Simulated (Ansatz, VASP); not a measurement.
CaSe in VASP and in Ansatz

```xyz
2
Lattice="0.0185 2.9560 2.9560 2.9560 0.0185 2.9560 2.9745 2.9745 0.0000" Properties=species:S:1:pos:R:3 pbc="T T T"
Ca    0.0000    0.0000    0.0000
Se    2.9745    2.9745    2.9560
```

Change from the starting cell: strain +0.0125 x Voigt [0, 0, 0, 0, 0, 1], atoms carried along.

Alike in both runs: task single point; functional PBEsol; k mesh 8 × 8 × 8; occupations gaussian, width 0.05 eV; no spin polarisation.

|  | VASP | Ansatz |
| --- | --- | --- |
| version | VASP 6.6.1 | Ansatz 0.2.0 |
| potentials or method | VASP PAW PBE potentials, release 64 (Ca_sv, Se), cutoff 520 eV | scalar-relativistic, plane waves, PAW |
| valence electrons in the cell | 16 | 26 |

```csv
,VASP,Ansatz,Ansatz less VASP
gap on the k mesh at the Fermi level (eV),1.89,1.90,+0.013
least direct gap on the mesh (eV),2.82,2.83,+0.011
pressure (GPa),-0.9,-1.1,-0.19
"traceless stress, the component that is largest in VASP (GPa)",-0.34,-0.34,-0.002
```

VASP's potentials were made for PBE, not for PBEsol. The functional is the same, so the differences come from potentials, cutoffs and numerics. VASP's potentials hold 16 valence electrons a cell and Ansatz's 26, so a difference there can come from the potentials and not from the codes.
